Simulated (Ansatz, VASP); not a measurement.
This is a calculation of MoS2 for VASP 6.6.1.

File INCAR:

```
SYSTEM = MoS2
PREC = Accurate
ENCUT = 520
EDIFF = 1E-6
ISMEAR = -1
SIGMA = 0.05
LREAL = .FALSE.
LASPH = .TRUE.
NELM = 60
ALGO = Normal
ISIF = 2
LWAVE = .FALSE.
LCHARG = .TRUE.
GGA = RP
IVDW = 13
LELF = .TRUE.
LVHAR = .TRUE.
NBANDS = 35
```

File KPOINTS:

```
Automatic mesh
0
G
  10 10 3
  0 0 0
```

File POSCAR:

```
MoS2
1.0
    3.1477309028      0.0000000000      0.0000000000
   -1.5738654514      2.7260149261      0.0000000000
    0.0000000000      0.0000000000     12.2412860984
Mo S
2 4
Direct
    0.6666666667      0.3333333333      0.7500000000
    0.3333333333      0.6666666667      0.2500000000
    0.6666666667      0.3333333333      0.3770000000
    0.3333333333      0.6666666667      0.8770000000
    0.6666666667      0.3333333333      0.1230000000
    0.3333333333      0.6666666667      0.6230000000
```

Potentials or basis: VASP PAW PBE potentials, release 64 (Mo_sv, S).

Command:

```sh
$ cat potpaw_PBE.64/Mo_sv/POTCAR potpaw_PBE.64/S/POTCAR > POTCAR
$ mpirun -np 1 vasp_std > vasp.out
```

Problem. Translate it to Ansatz 0.2.0. Potentials there: Ansatz PAW.

Solution. As run (the cutoff follows the program's own potentials):

Contents of input.yaml:

```yaml
crystal:
  lattice:
    - [3.1477309028, 0.0, 0.0]
    - [-1.5738654514, 2.7260149261, 0.0]
    - [0.0, 0.0, 12.2412860984]
  atoms:
    - { symbol: Mo, position: [0.6666666667, 0.3333333333, 0.75] }
    - { symbol: Mo, position: [0.3333333333, 0.6666666667, 0.25] }
    - { symbol: S, position: [0.6666666667, 0.3333333333, 0.377] }
    - { symbol: S, position: [0.3333333333, 0.6666666667, 0.877] }
    - { symbol: S, position: [0.6666666667, 0.3333333333, 0.123] }
    - { symbol: S, position: [0.3333333333, 0.6666666667, 0.623] }
hamiltonian:
  xc: rpbe
  pseudopotentials: { kind: paw }
  dispersion: d4
kpoints:
  mp_grid: { grid: [10, 10, 3] }
scf:
  occupations: { method: fermi_dirac, width: 0.05 }
output:
  forces: true
  stress: true
  eigenvalues: true
```

Potentials or basis: Ansatz PAW.

Run with:

```console
$ ansatz run input.yaml --threads 2 --pin off --max-ram 5120MiB --backend cpu --events-out ev --progress --plain --runs-dir out
```

Both were run:

|  | VASP | Ansatz | Ansatz less VASP |
| --- | --- | --- | --- |
| gap on the k mesh at the Fermi level (eV) | 0.97 | 0.96 | -0.017 |
| least direct gap on the mesh (eV) | 1.92 | 1.92 | -0.003 |
| pressure (GPa) | -0.6 | -0.4 | +0.24 |
| traceless stress, the component that is largest in VASP (GPa) | 0.76 | 0.81 | +0.055 |
| rms of the force components (eV/Å) | 0.121 | 0.141 | +0.0200 |

VASP's potentials were made for PBE, not for RPBE. Atom by atom the forces differ by 0.020 eV/Å (rms over components).

Noted on Ansatz's run: odd divisions of the mesh miss points on the zone boundary, where band edges often lie, so the gap on the mesh can be too wide.
